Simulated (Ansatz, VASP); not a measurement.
**Two plane-wave programs on ZnO**

```xyz
2
Lattice="0.0000 2.1338 2.1338 2.1338 0.0000 2.1338 2.1338 2.1338 0.0000" Properties=species:S:1:pos:R:3 pbc="T T T"
Zn    0.0000    0.0000    0.0000
O     2.1338    2.1338    2.1338
```

Alike in both runs: task single point; functional PBE-based screened hybrid; k mesh 4 × 4 × 4; no spin polarisation.

|  | VASP | Ansatz |
| --- | --- | --- |
| version | VASP 6.6.1 | Ansatz 0.2.0 |
| potentials or method | VASP PAW PBE potentials, release 64 (Zn, O) | plane waves |
| plane-wave cutoff (eV) | 520 | 420 |
| occupations | gaussian, width 0.01 eV | fixed |
| valence electrons in the cell | 18 | 18 |

Ansatz gave:

- gap on the k mesh at the Fermi level (eV): 2.22
- pressure (GPa): 3.4

What did VASP give for the same quantities?

gap on the k mesh at the Fermi level (eV): 2.20; pressure (GPa): 4.7.

VASP's potentials were made for PBE, not for PBE-based screened hybrid. Ansatz's warnings: stress exchange threshold loose, stress scf threshold loose.

The k mesh is coarse, so the values compare programs but aren't converged.
